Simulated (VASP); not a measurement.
Here is a VASP 6.6.1 calculation.

INCAR

```
PREC = Accurate
ENCUT = 400
EDIFF = 1E-6
ISMEAR = 1
SIGMA = 0.1
LREAL = F
LASPH = T
NELM = 120
ALGO = Normal
ISIF = 2
LWAVE = F
LCHARG = F
LDIPOL = T
IDIPOL = 3
DIPOL = 0.5 0.5 0.500
GGA = CA
NBANDS = 98
GGA_COMPAT = F
NELMDL = -8
```

Contents of KPOINTS:

```
regular mesh
0
Gamma
  5 5 1
```

Contents of POSCAR:

```
TiSi2
1.0
    5.8556014876      0.0000000000      0.0000000000
    0.2098108271      5.8518414759      0.0000000000
    0.0000000000      0.0000000000     22.2747954646
Ti Si
8 16
Direct
    0.0000000000      0.7500000000      0.3156893655
    0.5000000000      0.7500000000      0.3674711299
    0.5000000000      0.2500000000      0.4194753845
    0.0000000000      0.2500000000      0.4722499801
    0.0000000000      0.7500000000      0.5277500288
    0.5000000000      0.7500000000      0.5805246238
    0.5000000000      0.2500000000      0.6325288726
    1.0000000000      0.2500000000      0.6843106332
    0.2849240215      0.4219010986      0.3230870634
    0.7150759785      0.0780989014      0.3230870634
    0.1736516597      0.0684497351      0.3659026069
    0.8263483403      0.4315502649      0.3659026069
    0.8390772707      0.9071980962      0.4211307766
    0.1609227293      0.5928019038      0.4211307766
    0.6624497574      0.5877243398      0.4733014510
    0.3375502426      0.9122756602      0.4733014510
    0.3375502527      0.4122756626      0.5266985549
    0.6624497473      0.0877243374      0.5266985549
    0.1609227378      0.0928019075      0.5788692248
    0.8390772622      0.4071980925      0.5788692248
    0.8263483485      0.9315502621      0.6340973895
    0.1736516515      0.5684497379      0.6340973895
    0.7150760179      0.5780988994      0.6769129237
    0.2849239821      0.9219011006      0.6769129237
```

Potentials or basis: VASP PAW LDA potentials, release 64 (Ti_sv, Si).

Launch:

```console
$ cat potpaw_LDA.64/Ti_sv/POTCAR potpaw_LDA.64/Si/POTCAR > POTCAR
$ mpirun -np 1 vasp_std > vasp.out
```

(1) Estimate the largest force.

(2) What does it give for the band gap on the k mesh?

Answers

(1) 0.063 eV/Å.

(2) zero (bands 80 and 81 overlap by 0.35 eV).
